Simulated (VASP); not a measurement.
# Pb (R-3m) in VASP: notebook

Pb is run at these levels: PBE; tasks: single point.

All numbers are computed with VASP 6.6.1; they aren't measurements. Logs are shortened: lines on timing, memory, paths and dates and some standing lists are left out, and cuts for length are marked.

## (1) The cell of the first run

The structure is trigonal, space group R-3m (No. 166). The conventional cell has a = 3.578 Å, b = 3.578 Å, c = 8.152 Å, α = 90.00°, β = 90.00°, γ = 120.00°. Within 4.5 Å of Pb (site symmetry -3m) lie 12 Pb at 3.41 to 3.58 Å.

## (2) Single point, PBE

The input, INCAR:

```
ALGO = Fast
EDIFF = 1E-7
ENCUT = 520
GGA = PE
ISIF = 2
ISMEAR = 0
LASPH = True
LCHARG = True
LELF = True
LREAL = False
LVHAR = True
LWAVE = False
NBANDS = 13
NELM = 100
PREC = Accurate
SIGMA = 0.15
```

The input, KPOINTS:

```
k-points
0
Gamma
  18 18 18
```

The input, POSCAR:

```
Pb
1.0
   -0.1180794308      2.4121940868      2.4121940868
    2.4121940868     -0.1180794308      2.4121940868
    2.4121940868      2.4121940868     -0.1180794308
Pb
1
Direct
    0.0000000000      0.0000000000      0.0000000000
```

Potentials or basis: VASP PAW PBE potentials, release 64 (Pb_d).

Command:

```bash
$ cat potpaw_PBE.64/Pb_d/POTCAR > POTCAR
$ mpirun -np 1 vasp_std > vasp.out
```

OUTCAR:

```text
EDIFF = 1E-7
   ENCUT = 520
   GGA = PE
   ISIF = 2
   ISMEAR = 0
   LASPH = True
   LREAL = False
   NELM = 100
   PREC = Accurate

 ion  position               nearest neighbor table
   1  0.000  0.000  0.000-

  LATTYP: Found a trigonal (rhomboedric) cell.
 ALAT       =     3.4134005591
 COS(alpha) =     0.4505091948

  Lattice vectors:

 A1 = (  -0.1180794308,   2.4121940868,   2.4121940868)
 A2 = (   2.4121940868,  -0.1180794308,   2.4121940868)
 A3 = (   2.4121940868,   2.4121940868,  -0.1180794308)

Analysis of symmetry for initial positions (statically):
=====================================================================
 Subroutine PRICEL returns:
 Original cell was already a primitive cell.

 Routine SETGRP: Setting up the symmetry group for a
 trigonal (rhombohedral) supercell.

 Subroutine GETGRP returns: Found 12 space group operations
 (whereof 12 operations were pure point group operations)
 out of a pool of 12 trial point group operations.

The static configuration has the point symmetry D_3d.

Analysis of symmetry for dynamics (positions and initial velocities):
=====================================================================
 Subroutine PRICEL returns:
 Original cell was already a primitive cell.

 Routine SETGRP: Setting up the symmetry group for a
 trigonal (rhombohedral) supercell.

 Subroutine GETGRP returns: Found 12 space group operations
 (whereof 12 operations were pure point group operations)
 out of a pool of 12 trial point group operations.

The dynamic configuration has the point symmetry D_3d.

 Subroutine INISYM returns: Found 12 space group operations
 (whereof 12 operations are pure point group operations),
 and found     1 'primitive' translations

----------------------------------------------------------------------------------------

                                     Primitive cell

  volume of cell :      30.1311

  direct lattice vectors                    reciprocal lattice vectors
    -0.118079431  2.412194087  2.412194087    -0.192649211  0.202564979  0.202564979
     2.412194087 -0.118079431  2.412194087     0.202564979 -0.192649211  0.202564979
     2.412194087  2.412194087 -0.118079431     0.202564979  0.202564979 -0.192649211

  length of vectors
     3.413400559  3.413400559  3.413400559     0.345222914  0.345222914  0.345222914

  position of ions in fractional coordinates (direct lattice)
     0.000000000  0.000000000  0.000000000

  ion indices of the primitive-cell ions
   primitive index   ion index
                 1           1

----------------------------------------------------------------------------------------

 KPOINTS: k-points

Automatic generation of k-mesh.
 Grid dimensions read from file:
 generate k-points for:   18   18   18

 Generating k-lattice:

  Cartesian coordinates                     Fractional coordinates (reciprocal lattice)
    -0.010702734  0.011253610  0.011253610     0.055555556  0.000000000  0.000000000
     0.011253610 -0.010702734  0.011253610     0.000000000  0.055555556  0.000000000
     0.011253610  0.011253610 -0.010702734     0.000000000  0.000000000  0.055555556

  Length of vectors
     0.019179051  0.019179051  0.019179051

  Shift w.r.t. Gamma in fractional coordinates (k-lattice)
     0.000000000  0.000000000  0.000000000

 Subroutine IBZKPT returns following result:
 ===========================================

 Found    580 irreducible k-points:

 Following reciprocal coordinates:
            Coordinates               Weight
  0.000000  0.000000  0.000000      1.000000
  0.055556  0.000000  0.000000      6.000000
  0.111111  0.000000  0.000000      6.000000
  0.166667  0.000000  0.000000      6.000000
  0.222222  0.000000  0.000000      6.000000
  0.277778  0.000000  0.000000      6.000000
[... 16 lines left out ...]
 -0.277778  0.055556 -0.000000     12.000000
 -0.222222  0.055556  0.000000     12.000000
 [... further k-points ...]
   k-points           NKPTS =    580   k-points in BZ     NKDIM =    580   number of bands    NBANDS=     13
   number of dos      NEDOS =    301   number of ions     NIONS =      1
   total plane-waves  NPLWV =  21952
   dimension x,y,z NGX =    28 NGY =   28 NGZ =   28
   dimension x,y,z NGXF=    56 NGYF=   56 NGZF=   56
   ions per type =               1
   NGX,Y,Z   is equivalent  to a cutoff of  13.64, 13.64, 13.64 a.u.
   NGXF,Y,Z  is equivalent  to a cutoff of  27.27, 27.27, 27.27 a.u.
 SYSTEM =  unknown system
   PREC   = accura    normal or accurate (medium, high low for compatibility)
   ISTART =      0    job   : 0-new  1-cont  2-samecut
   ICHARG =      2    charge: 1-file 2-atom 10-const
   ISPIN  =      1    spin polarized calculation?
   LNONCOLLINEAR =      F non collinear calculations
   LSORBIT =      F    spin-orbit coupling
   LASPH  =      T    aspherical Exc in radial PAW
   ENCUT  =  520.0 eV  38.22 Ry    6.18 a.u.   6.35  6.35  6.35*2*pi/ulx,y,z
   NELM   =    100;   NELMIN=  2; NELMDL= -5     # of ELM steps
   EDIFF  = 0.1E-06   stopping-criterion for ELM
   LREAL  =      F    real-space projection
   EDIFFG = 0.1E-05   stopping-criterion for IOM
   NSW    =      0    number of steps for IOM
   IBRION =     -1    ionic relax: 0-MD 1-quasi-New 2-CG
   NFREE  =      0    steps in history (QN), initial steepest desc. (CG)
   ISIF   =      2    stress and relaxation
   ISYM   =      2    0-nonsym 1-usesym 2-fastsym
   POTIM  = 0.5000    time-step for ionic-motion
   TEBEG  =    0.0;   TEEND  =   0.0 temperature during run
   PSTRESS=    0.0 pullay stress
   NELECT =      14.0000    total number of electrons
   NUPDOWN=      -1.0000    fix difference up-down
   EMIN   =  10.00;   EMAX   =-10.00  energy-range for DOS
   EFERMI =   0.00;   METHOD = LEGACY
   ISMEAR =     0;   SIGMA  =   0.15  broadening in eV -4-tet -1-fermi 0-gaus
   EFERMI_NEDOS =   21; number of points for ismear=-14 and -15
   IALGO  =     68    algorithm
   IMIX   =      4    mixing-type and parameters
     AMIX     =   0.40;   BMIX     =  1.00
     AMIX_MAG =   1.60;   BMIX_MAG =  1.00
  volume/ion in A,a.u.               =      30.13       203.33
  Fermi-wavevector in a.u.,A,eV,Ry     =   1.267980  2.396135 21.875082  1.607773
  Thomas-Fermi vector in A             =   2.401099
   LORBIT       =      0    0 simple, 1 ext, 2 COOP (PROOUT), +10 PAW based schemes
   GGA     = PE    functional components
   LHFCALC =     F    Hartree Fock is set to
   AEXX    =    0.0000 exact exchange contribution
   IVDW    =     0    specifies the selected vdW correction
   LEPSILON=     F    determine dielectric tensor
   LRPA    =     F    only Hartree local field effects (RPA)
 non-spin polarized calculation
 RMM-DIIS sequential band-by-band and
 Gauss-broadening in eV      SIGMA  =   0.15
  energy-cutoff  :      520.00
  volume of cell :       30.13
 maximum number of plane-waves:       835
 NGX is ok and might be reduce to    28
   NGX = 13   NGY = 13   NGZ = 13

 number of electron      14.0000003 magnetization

 Free energy of the ion-electron system (eV)
  ---------------------------------------------------
  ext. energy  EPLUGINS =         0.00000000
  ---------------------------------------------------
  free energy    TOTEN  =        -3.53918476 eV

  energy without entropy =       -3.53406959  energy(sigma->0) =       -3.53662717

 E-fermi :   7.3859     XC(G=0): -10.2121

 val. band max:        7.3677756893   @ k =  -0.2222   0.3333   0.1667
 cond. band min:       7.3992405409   @ k =  -0.1111   0.2778   0.1111
 fundamental gap:      0.0314648516
 Fermi energy:         7.3859097058

 k-point     1 :       0.0000    0.0000    0.0000
  band No.  band energies     occupation
      1      -9.7658      2.00000
      2      -9.7658      2.00000
      3      -9.6808      2.00000
      4      -9.5761      2.00000
      5      -9.5761      2.00000
      6      -4.4573      2.00000
      7      14.3036      0.00000
      8      14.3036      0.00000
      9      15.3595      0.00000
     10      17.7388      0.00000
     11      18.3201      0.00000
     12      19.3307      0.00000
     13      19.3307      0.00000

 k-point     2 :       0.0556    0.0000    0.0000
  band No.  band energies     occupation
      1      -9.7635      2.00000
      2      -9.7631      2.00000
      3      -9.6779      2.00000
      4      -9.5763      2.00000
      5      -9.5759      2.00000
      6      -4.3997      2.00000
      7      13.5874      0.00000
      8      14.2533      0.00000
      9      15.1765      0.00000
     10      17.6405      0.00000
     11      18.6945      0.00000
     12      19.4455      0.00000
     13      20.0324      0.00000

 k-point     3 :       0.1111    0.0000    0.0000
  band No.  band energies     occupation
      1      -9.7577      2.00000
      2      -9.7570      2.00000
      3      -9.6690      2.00000
      4      -9.5759      2.00000
      5      -9.5744      2.00000
      6      -4.2267      2.00000
      7      12.0445      0.00000
      8      14.1161      0.00000
      9      14.9279      0.00000
     10      17.4292      0.00000
     11      19.2357      0.00000
     12      19.7708      0.00000
     13      20.9627      0.00000

 k-point     4 :       0.1667    0.0000    0.0000
  band No.  band energies     occupation
      1      -9.7524      2.00000
      2      -9.7517      2.00000
      3      -9.6563      2.00000
      4      -9.5702      2.00000
      5      -9.5691      2.00000
      6      -3.9387      2.00000
      7      10.3362      0.00000
      8      13.9230      0.00000
      9      14.6479      0.00000
     10      17.1904      0.00000
     11      19.8756      0.00000
     12      20.1869      0.00000
     13      20.1939      0.00000

 k-point     5 :       0.2222    0.0000    0.0000
  band No.  band energies     occupation
      1      -9.7521      2.00000
      2      -9.7493      2.00000
      3      -9.6477      2.00000
      4      -9.5575      2.00000
      5      -9.5520      2.00000
      6      -3.5377      2.00000
      7       8.6558      0.00000
      8      13.7067      0.00000
      9      14.3482      0.00000
     10      16.9777      0.00000
     11      19.3909      0.00000
     12      19.8756      0.00000
     13      20.4833      0.00000

 k-point     6 :       0.2778    0.0000    0.0000
  band No.  band energies     occupation
      1      -9.7555      2.00000
      2      -9.7518      2.00000
      3      -9.6474      2.00000
      4      -9.5397      2.00000
      5      -9.5211      2.00000
      6      -3.0312      2.00000
      7       7.0695      1.99715
      8      13.4946      0.00000
      9      14.0543      0.00000
     10      16.8223      0.00000
     11      18.7144      0.00000
     12      19.3670      0.00000
     13      20.1904      0.00000

 k-point     7 :       0.3333    0.0000    0.0000
  band No.  band energies     occupation
      1      -9.7610      2.00000
      2      -9.7579      2.00000
      3      -9.6518      2.00000
      4      -9.5190      2.00000
      5      -9.4860      2.00000
      6      -2.4374      2.00000
      7       5.6207      2.00000
      8      13.3073      0.00000
      9      13.7921      0.00000
     10      16.7399      0.00000
     11      18.1371      0.00000
     12      18.9508      0.00000
     13      19.8854      0.00000
[... 193 lines left out ...]
 k-point    20 :      -0.4444    0.0556    0.0000
  band No.  band energies     occupation
      1      -9.7710      2.00000
      2      -9.7634      2.00000
      3      -9.6581      2.00000
      4      -9.4872      2.00000
      5      -9.4360      2.00000
      6      -1.0723      2.00000
      7       3.3032      2.00000
      8      12.3905      0.00000
      9      13.2994      0.00000
     10      16.6838      0.00000
     11      17.5607      0.00000
     12      19.0160      0.00000
     13      19.7855      0.00000

 k-point    21 :      -0.3889    0.0556    0.0000
  band No.  band energies     occupation
      1      -9.7645      2.00000
      2      -9.7614      2.00000
      3      -9.6560      2.00000
      4      -9.4949      2.00000
      5      -9.4558      2.00000
      6      -1.5696      2.00000
      7       4.0971      2.00000
      8      12.3052      0.00000
      9      13.5306      0.00000
     10      16.8428      0.00000
     11      17.6098      0.00000
     12      19.2169      0.00000
     13      19.8795      0.00000

 k-point    22 :      -0.3333    0.0556   -0.0000
  band No.  band energies     occupation
      1      -9.7580      2.00000
      2      -9.7560      2.00000
      3      -9.6520      2.00000
      4      -9.5112      2.00000
      5      -9.4842      2.00000
      6      -2.1976      2.00000
      7       5.2653      2.00000
      8      12.3062      0.00000
      9      13.8308      0.00000
     10      17.0277      0.00000
     11      17.8122      0.00000
     12      19.4388      0.00000
     13      20.1456      0.00000

 k-point    23 :      -0.2778    0.0556   -0.0000
  band No.  band energies     occupation
      1      -9.7551      2.00000
      2      -9.7477      2.00000
      3      -9.6476      2.00000
      4      -9.5353      2.00000
      5      -9.5131      2.00000
      6      -2.8085      2.00000
      7       6.6533      2.00000
      8      12.3942      0.00000
      9      14.1667      0.00000
     10      17.2208      0.00000
     11      18.1923      0.00000
     12      19.6738      0.00000
     13      20.5763      0.00000

 k-point    24 :      -0.2222    0.0556    0.0000
  band No.  band energies     occupation
      1      -9.7544      2.00000
      2      -9.7424      2.00000
      3      -9.6461      2.00000
      4      -9.5621      2.00000
      5      -9.5359      2.00000
      6      -3.3427      2.00000
      7       8.1887      0.00000
      8      12.5661      0.00000
      9      14.4964      0.00000
     10      17.4301      0.00000
     11      18.7284      0.00000
     12      19.9311      0.00000
     13      20.6005      0.00000

 [... further k-points ...]
[... 5 lines left out ...]
  --------------------------------------------------------------------------------------
  -------------------------------------------------------------------------------------
  Total        0.5393189      0.5393189      0.5393189      0.1570411      0.1570411      0.1570411
  in kB       28.6774746     28.6774746     28.6774746      8.3504236      8.3504236      8.3504236
  external PRESSURE =      28.6774746 kB  Pullay stress =       0.0000000 kB

 VOLUME and BASIS-vectors are now :
 -----------------------------------------------------------------------------
  energy-cutoff  :      520.00
  volume of cell :       30.13
      direct lattice vectors                 reciprocal lattice vectors
    -0.118079431  2.412194087  2.412194087    -0.192649211  0.202564979  0.202564979
     2.412194087 -0.118079431  2.412194087     0.202564979 -0.192649211  0.202564979
     2.412194087  2.412194087 -0.118079431     0.202564979  0.202564979 -0.192649211

 POSITION                                       TOTAL-FORCE (eV/Angst)
 -----------------------------------------------------------------------------------
      0.00000      0.00000      0.00000         0.000000      0.000000     -0.000000
 -----------------------------------------------------------------------------------
    total drift:                               -0.000000     -0.000000     -0.000000

  FREE ENERGIE OF THE ION-ELECTRON SYSTEM (eV)
  ---------------------------------------------------
  free  energy   TOTEN  =        -3.5391847616 eV

  energy  without entropy=       -3.5340695857  energy(sigma->0) =       -3.53662717
```

It took 7.7 min on 1 thread of Intel Xeon 8259CL, shared host; peak memory 0.33 GiB.

What came out:

| Item | Value |
| --- | --- |
| Free energy | -3.5392 eV |
| Pressure | 2.9 GPa |
| Band gap on the k mesh | zero (bands 7 and 8 overlap by 8.59 eV) |

Caveat: spin-orbit coupling is left out, which moves the levels of the heavy elements.

(Continued in part 2 of 2.)
